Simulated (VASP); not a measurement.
# Si (P6/mmm) in VASP: notebook

Runs on Si. Level: LDA. Tasks: single point.

Everything below comes from runs of VASP 6.6.1. Logs are shortened: lines on timing, memory, paths and dates and some standing lists are left out, and cuts for length are marked.

## 1. The cell of the first run

The structure is hexagonal, space group P6/mmm (No. 191). Conventional cell: a = 2.475 Å, b = 2.475 Å, c = 2.325 Å, α = 90.00°, β = 90.00°, γ = 120.00°. Si (site symmetry 6/mmm) has 8 Si at 2.32 to 2.48 Å within 3.1 Å.

## 2. Single point, LDA

INCAR

```
SYSTEM = Si
PREC = Accurate
ENCUT = 520
EDIFF = 1E-6
ISMEAR = 0
SIGMA = 0.15
LREAL = .FALSE.
LASPH = .TRUE.
NELM = 100
ALGO = Normal
ISIF = 2
LWAVE = .FALSE.
LCHARG = .FALSE.
NBANDS = 8
```

KPOINTS

```
Automatic mesh
0
G
  13 13 12
  0 0 0
```

POSCAR

```
Si
1.0
    2.4754140967      0.0000000000      0.0000000000
   -1.2377070484      2.1437713013      0.0000000000
    0.0000000000      0.0000000000      2.3245578360
Si
1
Direct
    0.0000000000      0.0000000000      0.0000000000
```

Potentials or basis: VASP PAW LDA potentials, release 64 (Si).

On the command line:

```sh
> cat potpaw_LDA.64/Si/POTCAR > POTCAR
> mpirun -np 1 vasp_std > vasp.out
```

OUTCAR:

```text
SYSTEM = Si
   PREC = Accurate
   ENCUT = 520
   EDIFF = 1E-6
   ISMEAR = 0
   LREAL = .FALSE.
   LASPH = .TRUE.
   NELM = 100
   ISIF = 2

 ion  position               nearest neighbor table
   1  0.000  0.000  0.000-

  LATTYP: Found a hexagonal cell.
 ALAT       =     2.4754140967
 C/A-ratio  =     0.9390581718

  Lattice vectors:

 A1 = (   2.4754140967,   0.0000000000,   0.0000000000)
 A2 = (  -1.2377070484,   2.1437713013,   0.0000000000)
 A3 = (   0.0000000000,   0.0000000000,   2.3245578360)

Analysis of symmetry for initial positions (statically):
=====================================================================
 Subroutine PRICEL returns:
 Original cell was already a primitive cell.

 Routine SETGRP: Setting up the symmetry group for a
 hexagonal supercell.

 Subroutine GETGRP returns: Found 24 space group operations
 (whereof 24 operations were pure point group operations)
 out of a pool of 24 trial point group operations.

The static configuration has the point symmetry D_6h.

Analysis of symmetry for dynamics (positions and initial velocities):
=====================================================================
 Subroutine PRICEL returns:
 Original cell was already a primitive cell.

 Routine SETGRP: Setting up the symmetry group for a
 hexagonal supercell.

 Subroutine GETGRP returns: Found 24 space group operations
 (whereof 24 operations were pure point group operations)
 out of a pool of 24 trial point group operations.

The dynamic configuration has the point symmetry D_6h.

 Subroutine INISYM returns: Found 24 space group operations
 (whereof 24 operations are pure point group operations),
 and found     1 'primitive' translations

----------------------------------------------------------------------------------------

                                     Primitive cell

  volume of cell :      12.3358

  direct lattice vectors                    reciprocal lattice vectors
     2.475414097  0.000000000  0.000000000     0.403972815  0.233233834  0.000000000
    -1.237707048  2.143771301  0.000000000     0.000000000  0.466467668  0.000000000
     0.000000000  0.000000000  2.324557836     0.000000000  0.000000000  0.430189339

  length of vectors
     2.475414097  2.475413931  2.324557836     0.466467637  0.466467668  0.430189339

  position of ions in fractional coordinates (direct lattice)
     0.000000000  0.000000000  0.000000000

  ion indices of the primitive-cell ions
   primitive index   ion index
                 1           1

----------------------------------------------------------------------------------------

 KPOINTS: Automatic mesh

Automatic generation of k-mesh.
 Grid dimensions read from file:
 generate k-points for:   13   13   12

 Generating k-lattice:

  Cartesian coordinates                     Fractional coordinates (reciprocal lattice)
     0.031074832  0.017941064  0.000000000     0.076923077  0.000000000  0.000000000
     0.000000000  0.035882128  0.000000000     0.000000000  0.076923077  0.000000000
     0.000000000  0.000000000  0.035849112     0.000000000  0.000000000  0.083333333

  Length of vectors
     0.035882126  0.035882128  0.035849112

  Shift w.r.t. Gamma in fractional coordinates (k-lattice)
     0.000000000  0.000000000  0.000000000

 Subroutine IBZKPT returns following result:
 ===========================================

 Found    147 irreducible k-points:

 Following reciprocal coordinates:
            Coordinates               Weight
  0.000000  0.000000  0.000000      1.000000
  0.076923  0.000000  0.000000      6.000000
  0.153846  0.000000  0.000000      6.000000
  0.230769  0.000000  0.000000      6.000000
  0.307692  0.000000  0.000000      6.000000
  0.384615  0.000000  0.000000      6.000000
[... 16 lines left out ...]
  0.076923  0.000000  0.083333     12.000000
  0.153846  0.000000  0.083333     12.000000
 [... further k-points ...]
   k-points           NKPTS =    147   k-points in BZ     NKDIM =    147   number of bands    NBANDS=      8
   number of dos      NEDOS =    301   number of ions     NIONS =      1
   total plane-waves  NPLWV =   5832
   dimension x,y,z NGX =    18 NGY =   18 NGZ =   18
   dimension x,y,z NGXF=    36 NGYF=   36 NGZF=   36
   ions per type =               1
   NGX,Y,Z   is equivalent  to a cutoff of  12.09, 12.09, 12.87 a.u.
   NGXF,Y,Z  is equivalent  to a cutoff of  24.18, 24.18, 25.75 a.u.
 SYSTEM =  Si
   PREC   = accura    normal or accurate (medium, high low for compatibility)
   ISTART =      0    job   : 0-new  1-cont  2-samecut
   ICHARG =      2    charge: 1-file 2-atom 10-const
   ISPIN  =      1    spin polarized calculation?
   LNONCOLLINEAR =      F non collinear calculations
   LSORBIT =      F    spin-orbit coupling
   LASPH  =      T    aspherical Exc in radial PAW
   ENCUT  =  520.0 eV  38.22 Ry    6.18 a.u.   4.60  4.60  4.32*2*pi/ulx,y,z
   NELM   =    100;   NELMIN=  2; NELMDL= -5     # of ELM steps
   EDIFF  = 0.1E-05   stopping-criterion for ELM
   LREAL  =      F    real-space projection
   EDIFFG = 0.1E-04   stopping-criterion for IOM
   NSW    =      0    number of steps for IOM
   IBRION =     -1    ionic relax: 0-MD 1-quasi-New 2-CG
   NFREE  =      0    steps in history (QN), initial steepest desc. (CG)
   ISIF   =      2    stress and relaxation
   ISYM   =      2    0-nonsym 1-usesym 2-fastsym
   POTIM  = 0.5000    time-step for ionic-motion
   TEBEG  =    0.0;   TEEND  =   0.0 temperature during run
   PSTRESS=    0.0 pullay stress
   NELECT =       4.0000    total number of electrons
   NUPDOWN=      -1.0000    fix difference up-down
   EMIN   =  10.00;   EMAX   =-10.00  energy-range for DOS
   EFERMI =   0.00;   METHOD = LEGACY
   ISMEAR =     0;   SIGMA  =   0.15  broadening in eV -4-tet -1-fermi 0-gaus
   EFERMI_NEDOS =   21; number of points for ismear=-14 and -15
   IALGO  =     38    algorithm
   IMIX   =      4    mixing-type and parameters
     AMIX     =   0.40;   BMIX     =  1.00
     AMIX_MAG =   1.60;   BMIX_MAG =  1.00
  volume/ion in A,a.u.               =      12.34        83.25
  Fermi-wavevector in a.u.,A,eV,Ry     =   1.124707  2.125387 17.210895  1.264965
  Thomas-Fermi vector in A             =   2.261380
   LORBIT       =      0    0 simple, 1 ext, 2 COOP (PROOUT), +10 PAW based schemes
   GGA     = CA    functional components
   LHFCALC =     F    Hartree Fock is set to
   AEXX    =    0.0000 exact exchange contribution
   IVDW    =     0    specifies the selected vdW correction
   LEPSILON=     F    determine dielectric tensor
   LRPA    =     F    only Hartree local field effects (RPA)
 non-spin polarized calculation
 Gauss-broadening in eV      SIGMA  =   0.15
  energy-cutoff  :      520.00
  volume of cell :       12.34
 maximum number of plane-waves:       345
   NGX =  9   NGY =  9   NGZ =  9

 number of electron       4.0000000 magnetization

 Free energy of the ion-electron system (eV)
  ---------------------------------------------------
  ext. energy  EPLUGINS =         0.00000000
  ---------------------------------------------------
  free energy    TOTEN  =        -5.56888400 eV

  energy without entropy =       -5.56335783  energy(sigma->0) =       -5.56612091

 E-fermi :  12.0934     XC(G=0): -11.8589

 val. band max:       12.0545857943   @ k =   0.3846   0.0769   0.4167
 cond. band min:      12.0973131646   @ k =   0.3077   0.2308   0.3333
 fundamental gap:      0.0427273703
 Fermi energy:        12.0933993213

 k-point     1 :       0.0000    0.0000    0.0000
  band No.  band energies     occupation
      1      -3.6382      2.00000
      2      19.7386      0.00000
      3      21.3864      0.00000
      4      24.2656      0.00000
      5      24.2656      0.00000
      6      25.0054      0.00000
      7      25.0054      0.00000
      8      30.9416      0.00000

 k-point     2 :       0.0769    0.0000    0.0000
  band No.  band energies     occupation
      1      -3.4520      2.00000
      2      19.2439      0.00000
      3      21.5394      0.00000
      4      22.2673      0.00000
      5      22.7195      0.00000
      6      25.6742      0.00000
      7      26.8668      0.00000
      8      32.8226      0.00000

 k-point     3 :       0.1538    0.0000    0.0000
  band No.  band energies     occupation
      1      -2.8946      2.00000
      2      17.0666      0.00000
      3      20.7525      0.00000
      4      21.1704      0.00000
      5      21.9985      0.00000
      6      25.9446      0.00000
      7      29.3563      0.00000
      8      35.7304      0.00000

 k-point     4 :       0.2308    0.0000    0.0000
  band No.  band energies     occupation
      1      -1.9697      2.00000
      2      13.9281      0.00000
      3      19.9265      0.00000
      4      20.0331      0.00000
      5      22.7630      0.00000
      6      26.4886      0.00000
      7      32.1436      0.00000
      8      36.0074      0.00000

 k-point     5 :       0.3077    0.0000    0.0000
  band No.  band energies     occupation
      1      -0.6832      2.00000
      2      10.7952      2.00000
      3      18.9943      0.00000
      4      19.4535      0.00000
      5      23.8303      0.00000
      6      27.5167      0.00000
      7      33.5053      0.00000
      8      35.1635      0.00000

 k-point     6 :       0.3846    0.0000    0.0000
  band No.  band energies     occupation
      1       0.9566      2.00000
      2       7.8841      2.00000
      3      18.3736      0.00000
      4      19.0097      0.00000
      5      25.1916      0.00000
      6      28.9894      0.00000
      7      31.1121      0.00000
      8      35.4887      0.00000

 k-point     7 :       0.4615    0.0000    0.0000
  band No.  band energies     occupation
      1       2.9381      2.00000
      2       5.2592      2.00000
      3      18.0636      0.00000
      4      18.7693      0.00000
      5      26.7895      0.00000
      6      28.9789      0.00000
      7      30.7413      0.00000
      8      33.3577      0.00000

 k-point     8 :       0.0769    0.0769    0.0000
  band No.  band energies     occupation
      1      -3.0802      2.00000
      2      18.1266      0.00000
      3      19.8267      0.00000
      4      21.8455      0.00000
      5      22.5080      0.00000
      6      26.2618      0.00000
      7      28.0615      0.00000
      8      35.6150      0.00000

 k-point     9 :       0.1538    0.0769    0.0000
  band No.  band energies     occupation
      1      -2.3390      2.00000
      2      15.6177      0.00000
      3      17.8627      0.00000
      4      22.4458      0.00000
      5      22.4573      0.00000
      6      26.6303      0.00000
      7      30.0679      0.00000
      8      37.1432      0.00000

 k-point    10 :       0.2308    0.0769    0.0000
  band No.  band energies     occupation
      1      -1.2333      2.00000
      2      12.4655      0.00045
      3      16.7404      0.00000
      4      22.2188      0.00000
      5      23.3734      0.00000
      6      27.2404      0.00000
      7      32.7009      0.00000
      8      34.7845      0.00000
[... 78 lines left out ...]
 k-point    18 :       0.2308    0.2308    0.0000
  band No.  band energies     occupation
      1       1.3196      2.00000
      2      10.3583      2.00000
      3      10.5886      2.00000
      4      25.4898      0.00000
      5      26.0194      0.00000
      6      29.8679      0.00000
      7      32.5154      0.00000
      8      33.2850      0.00000

 k-point    19 :       0.3077    0.2308    0.0000
  band No.  band energies     occupation
      1       3.1199      2.00000
      2       7.7136      2.00000
      3       9.9671      2.00000
      4      26.9467      0.00000
      5      27.0350      0.00000
      6      30.8798      0.00000
      7      31.2170      0.00000
      8      33.3620      0.00000

 k-point    20 :       0.3846    0.2308    0.0000
  band No.  band energies     occupation
      1       5.1840      2.00000
      2       5.3303      2.00000
      3       9.7954      2.00000
      4      27.3307      0.00000
      5      28.1611      0.00000
      6      29.5139      0.00000
      7      32.4136      0.00000
      8      33.0909      0.00000

 k-point    21 :       0.3077    0.3077    0.0000
  band No.  band energies     occupation
      1       5.0775      2.00000
      2       7.3050      2.00000
      3       7.4345      2.00000
      4      28.3133      0.00000
      5      28.6793      0.00000
      6      30.5114      0.00000
      7      31.5450      0.00000
      8      32.8251      0.00000

 k-point    22 :       0.0000    0.0000    0.0833
  band No.  band energies     occupation
      1      -3.4542      2.00000
      2      17.0722      0.00000
      3      23.9784      0.00000
      4      24.4030      0.00000
      5      24.4030      0.00000
      6      25.1540      0.00000
      7      25.1540      0.00000
      8      31.1217      0.00000

 k-point    23 :       0.0769    0.0000    0.0833
  band No.  band energies     occupation
      1      -3.2682      2.00000
      2      17.0790      0.00000
      3      21.7110      0.00000
      4      22.8654      0.00000
      5      23.9763      0.00000
      6      26.2285      0.00000
      7      27.0049      0.00000
      8      32.9963      0.00000

 k-point    24 :       0.1538    0.0000    0.0833
  band No.  band energies     occupation
      1      -2.7114      2.00000
      2      16.5342      0.00000
      3      19.1371      0.00000
      4      21.3195      0.00000
      5      23.2260      0.00000
      6      27.2284      0.00000
      7      29.4841      0.00000
      8      35.4964      0.00000

 [... further k-points ...]
[... 5 lines left out ...]
  --------------------------------------------------------------------------------------
  -------------------------------------------------------------------------------------
  Total        1.9385810      1.9385807      2.5978530     -0.0000000     -0.0000000      0.0000000
  in kB      251.7838482    251.7838032    337.4104162     -0.0000000     -0.0000000      0.0000000
  external PRESSURE =     280.3260225 kB  Pullay stress =       0.0000000 kB

 VOLUME and BASIS-vectors are now :
 -----------------------------------------------------------------------------
  energy-cutoff  :      520.00
  volume of cell :       12.34
      direct lattice vectors                 reciprocal lattice vectors
     2.475414097  0.000000000  0.000000000     0.403972815  0.233233834  0.000000000
    -1.237707048  2.143771301  0.000000000     0.000000000  0.466467668  0.000000000
     0.000000000  0.000000000  2.324557836     0.000000000  0.000000000  0.430189339

 POSITION                                       TOTAL-FORCE (eV/Angst)
 -----------------------------------------------------------------------------------
      0.00000      0.00000      0.00000         0.000000      0.000000      0.000000
 -----------------------------------------------------------------------------------
    total drift:                                0.000000      0.000000      0.000000

  FREE ENERGIE OF THE ION-ELECTRON SYSTEM (eV)
  ---------------------------------------------------
  free  energy   TOTEN  =        -5.5688839952 eV

  energy  without entropy=       -5.5633578324  energy(sigma->0) =       -5.56612091
```

Run time: 12 s. Hardware: 1 thread of AMD EPYC 7R43 (Zen 3), shared host; peak memory 0.08 GiB.

Results:

* Free energy: -5.5689 eV
* Pressure: 28.0 GPa
* Band gap on the k mesh: zero (band 2 reaches 19.74 eV, above the bottom of band 3 at 7.43 eV)

## 3. Single point, LDA

This run uses another cell than the first one, of 12.60 Å³/atom, 1.021 times its volume.

INCAR

```
PREC = Accurate
ENCUT = 520
EDIFF = 1E-6
ISMEAR = 0
SIGMA = 0.15
LREAL = F
LASPH = T
NELM = 80
ALGO = Normal
ISIF = 2
LWAVE = F
LCHARG = F
NBANDS = 8
```

KPOINTS

```
regular mesh
0
Gamma
  13 13 12
```

POSCAR

```
Si
1.0
    2.4928471647      0.0000000000      0.0000000000
   -1.2464235824      2.1588687797      0.0000000000
    0.0000000000      0.0000000000      2.3409285010
Si
1
Direct
    0.0000000000      0.0000000000      0.0000000000
```

Potentials or basis: VASP PAW LDA potentials, release 64 (Si).

On the command line:

```sh
> cat potpaw_LDA.64/Si/POTCAR > POTCAR
> mpirun -np 1 vasp_std > vasp.out
```

Run time: 16 s. Hardware: 1 thread of AMD EPYC 7R43 (Zen 3), shared host; peak memory 0.08 GiB.

It converged, with:

```yaml
Free_energy: -5.6110 eV
Pressure: 23.4 GPa
Band_gap_on_the_k_mesh: zero (band 2 reaches 19.41 eV, above the bottom of band 3 at 7.23 eV)
```

Stress tensor (GPa, compression positive):
```
20.81  0.00  0.00
 0.00 20.81  0.00
 0.00  0.00 28.50
```

Levels at points of the mesh, in eV from the Fermi level:
| k point | band 1 | band 2 | band 3 | band 4 | band 5 |
| --- | --- | --- | --- | --- | --- |
| (0.00, 0.00, 0.00) | -15.53 | 7.63 | 9.12 | 11.91 | 11.91 |
| (0.00, 0.00, 0.50) | -9.83 | -8.28 | 15.92 | 15.92 | 16.33 |

## 4. Single point, LDA

This run uses another cell than the first one, of 12.86 Å³/atom, 1.043 times its volume.

INCAR

```
ALGO = Normal ; EDIFF = 1E-7
ENCUT = 520 ; ISIF = 2
ISMEAR = 0 ; LASPH = T
LCHARG = F ; LREAL = F
LWAVE = F ; NBANDS = 8
NELM = 80 ; PREC = Accurate
SIGMA = 0.15
```

KPOINTS

```
k-points
0
Gamma
  13 13 12
```

POSCAR

```
Si
1.0
    2.5100397574      0.0000000000      0.0000000000
   -1.2550198787      2.1737580004      0.0000000000
    0.0000000000      0.0000000000      2.3570733456
Si
1
Direct
    0.0000000000      0.0000000000      0.0000000000
```

On the command line:

```sh
> cat potpaw_LDA.64/Si/POTCAR > POTCAR
> mpirun -np 1 vasp_std > vasp.out
```

Run time: 18 s. Hardware: 1 thread of AMD EPYC 7R43 (Zen 3), shared host; peak memory 0.08 GiB.

The run converged. Its results:

| Property | Result |
| --- | --- |
| Free energy | -5.6458 eV |
| Pressure | 19.2 GPa |
| Band gap on the k mesh | zero (band 2 reaches 19.10 eV, above the bottom of band 3 at 7.03 eV) |

Stress tensor (GPa, compression positive):
```
16.87  0.00  0.00
 0.00 16.87  0.00
 0.00  0.00 23.76
```

Levels at points of the mesh, in eV from the Fermi level:
```csv
k point,band 1,band 2,band 3,band 4,band 5,band 6,band 7
"(0.00, 0.00, 0.00)",-15.33,7.61,8.95,11.65,11.65,12.73,12.73
"(0.00, 0.00, 0.50)",-9.74,-8.13,15.77,15.77,15.94,15.94,17.39
```

## 5. Single point, LDA

This run uses another cell than the first one, of 13.12 Å³/atom, 1.064 times its volume.

INCAR

```
SYSTEM = Si
  PREC = Accurate
  ENCUT = 520
  EDIFF = 1E-6
  ISMEAR = 0
  SIGMA = 0.15
  LREAL = .False.
  LASPH = .True.
  NELM = 60
  ALGO = Normal
  ISIF = 2
  LWAVE = .False.
  LCHARG = .True.
  GGA = CA
  LELF = .True.
  LVHAR = .True.
  NBANDS = 8
```

KPOINTS

```
Automatic mesh
0
Gamma
  13 13 12
  0 0 0
```

POSCAR

```
Si
1.0
    2.5270000000      0.0000000000      0.0000000000
   -1.2635000000      2.1884460000      0.0000000000
    0.0000000000      0.0000000000      2.3730000000
Si
1
Direct
    0.0000000000      0.0000000000      0.0000000000
```

On the command line:

```sh
> cat potpaw_LDA.64/Si/POTCAR > POTCAR
> mpirun -np 1 vasp_std > vasp.out
```

It took 16 s on 1 thread of AMD EPYC 7R43 (Zen 3), shared host; peak memory 0.08 GiB.

Results (log left out):

| Item | Value |
| --- | --- |
| Free energy | -5.6741 eV |
| Pressure | 15.4 GPa |
| Band gap on the k mesh | zero (band 2 reaches 18.80 eV, above the bottom of band 3 at 6.84 eV) |

Stress tensor (GPa, compression positive):
```
13.31  0.00  0.00
 0.00 13.31  0.00
 0.00  0.00 19.49
```

Levels at points of the mesh, in eV from the Fermi level:
```
           k point  band 1  band 2  band 3  band 4  band 5  band 6
(0.00, 0.00, 0.00)  -15.14    7.60    8.79   11.40   11.40   12.64
(0.00, 0.00, 0.50)   -9.66   -7.98   15.57   15.57   15.64   15.64
```

## 6. Overview

| cell | gap on the mesh (eV) | pressure (GPa) |
| --- | --- | --- |
| a = 2.475, b = 2.475, c = 2.325 Å, angles 90.0, 90.0, 120.0°, 1 atom | none | 28.0 |
| a = 2.493, b = 2.493, c = 2.341 Å, angles 90.0, 90.0, 120.0°, 1 atom | none | 23.4 |
| a = 2.510, b = 2.510, c = 2.357 Å, angles 90.0, 90.0, 120.0°, 1 atom | none | 19.2 |
| a = 2.527, b = 2.527, c = 2.373 Å, angles 90.0, 90.0, 120.0°, 1 atom | none | 15.4 |

Alike in all rows: task single point; level LDA; potentials or basis VASP PAW LDA potentials, release 64 (Si); no spin polarisation; k mesh 13 × 13 × 12; cutoff (eV) 520; smearing gaussian 0.15 eV.

Absolute energies hang on the potentials; compare differences alone.
